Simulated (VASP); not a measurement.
Write the native input for VASP 6.6.1 that does the following.

```yaml
Task: single point
Functional: r2SCAN
Potentials_or_basis: VASP PAW PBE potentials, release 64 (K_sv, F)
Cutoff: 520 eV
k_mesh: 9 × 9 × 9
Occupations: fermi-dirac, width 0.05 eV
Spin: no spin polarisation
Dipole_correction: no
Further_INCAR_settings: ALGO = Normal; EDIFF = 1e-07; NBANDS = 15
```

Crystal: KF.

```xyz
2
Lattice="0.0000 2.7070 2.7070 2.7070 0.0000 2.7070 2.7070 2.7070 0.0000" Properties=species:S:1:pos:R:3 pbc="T T T"
K     0.0000    0.0000    0.0000
F     2.7070    2.7070    2.7070
```

These files were run (other wordings do the same):

POSCAR

```
KF
1.0
    0.0000000000      2.7070099531      2.7070099531
    2.7070099531      0.0000000000      2.7070099531
    2.7070099531      2.7070099531      0.0000000000
K F
1 1
Direct
    0.0000000000      0.0000000000      0.0000000000
    0.5000000000      0.5000000000      0.5000000000
```

INCAR.step1

```
  PREC = Accurate
  ENCUT = 520
  ISMEAR = -1
  SIGMA = 0.05
  LREAL = F
  LASPH = T
  NELM = 80
  NBANDS = 15
  GGA = PE
  ALGO = Normal
  EDIFF = 1E-4
  LWAVE = T
  LCHARG = F
```

INCAR.step2

```
  PREC = Accurate
  ENCUT = 520
  EDIFF = 1E-7
  ISMEAR = -1
  SIGMA = 0.05
  LREAL = F
  LASPH = T
  NELM = 80
  ALGO = Normal
  ISIF = 2
  LWAVE = F
  LCHARG = T
  METAGGA = R2SCAN
  LMIXTAU = T
  LELF = T
  LVHAR = T
  NBANDS = 15
  ISTART = 1
```

KPOINTS

```
regular mesh
0
Gamma
  9 9 9
```

Potentials or basis: VASP PAW PBE potentials, release 64 (K_sv, F).

Command:

```bash
$ cat potpaw_PBE.64/K_sv/POTCAR potpaw_PBE.64/F/POTCAR > POTCAR
$ cp INCAR.step1 INCAR
$ mpirun -np 1 vasp_std > vasp.out
$ cp INCAR.step2 INCAR
$ mpirun -np 1 vasp_std > vasp.out
```

It gave:

| Property | Result |
| --- | --- |
| Pressure | -1.7 GPa |
| Band gap on the k mesh | 6.62 eV |

Caveat: the PAW data sets were made with another functional, which shifts forces and pressure a little; an odd mesh through Γ misses points on the zone boundary, where band edges can lie.

It took 2.1 min on 1 thread of Intel Xeon 8259CL, with other jobs on the host, peak memory 0.18 GiB.
